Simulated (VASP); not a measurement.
Crystal: Be4Se3.

```
CELL_PARAMETERS angstrom
5.05681 0.00159 -0.07614
0.00159 5.00138 -0.04959
-0.07614 -0.04959 4.90464
ATOMIC_POSITIONS crystal
Be 0.76922 0.75624 0.20905
Be 0.75902 0.24096 0.76692
Be 0.23024 0.21787 0.26939
Be 0.23526 0.77834 0.71588
Se 0.48378 0.98625 0.48466
Se 0.01684 0.51454 0.50799
Se 0.50564 0.50580 0.04610
```

```yaml
Program: VASP 6.6.1
Task: relaxation of cell and atoms
Functional: PBE
Potentials_or_basis: VASP PAW PBE potentials, release 64 (Be, Se)
Cutoff: 600 eV
k_mesh: 4 × 4 × 4
Occupations: gaussian, width 0.1 eV
Spin: no spin polarisation
```

At the start: pressure 3.4 GPa; volume 17.71 Å³/atom.

Task: Where does the relaxation end?

Result: Over 23 steps the energy falls by 185.4 meV/atom and the volume is 17.34 Å³/atom (-2.1 %); space group P1 (No. 1, to 0.1 Å) before, P-43m (No. 215, to 0.1 Å).

Step by step:
```tsv
step	energy change (eV)	largest force (eV/Å)	pressure (GPa)	volume (Å³)
1	0.0000	3.5491	3.35	124.00
2	-0.9539	1.1174	-3.77	130.66
3	-0.9612	1.2043	-3.39	129.94
4	-1.2107	0.5559	-0.70	123.81
5	-1.2317	0.4166	0.53	121.65
6	-1.2694	0.3019	0.06	122.15
7	-1.2717	0.2946	-0.06	122.30
8	-1.2831	0.1666	-0.17	122.29
9	-1.2857	0.1516	-0.25	122.29
10	-1.2918	0.1050	0.01	121.67
11	-1.2940	0.1213	0.30	121.03
12	-1.2958	0.0468	-0.13	121.58
13	-1.2958	0.0425	-0.07	121.50
14	-1.2963	0.0374	-0.02	121.39
15	-1.2964	0.0382	0.01	121.35
16	-1.2966	0.0329	0.02	121.33
17	-1.2967	0.0336	0.03	121.31
18	-1.2968	0.0312	0.02	121.33
19	-1.2972	0.0445	-0.03	121.41
20	-1.2971	0.0880	-0.11	121.55
21	-1.2972	0.0609	-0.06	121.46
22	-1.2974	0.0485	-0.04	121.44
23	-1.2978	0.0162	0.02	121.35
```

Final structure:
```
Be Se
1.0
     4.95554   -0.00464    0.00308
    -0.00492    4.95324    0.00645
    -0.00088    0.00295    4.94387
Be Se
4 3
Direct
  0.76980 0.77098 0.23050
  0.76666 0.23216 0.76874
  0.23086 0.23181 0.23260
  0.23335 0.76537 0.76730
  0.49979 0.99991 0.50002
  0.99910 0.49994 0.49973
  0.50044 0.49983 0.00110
```
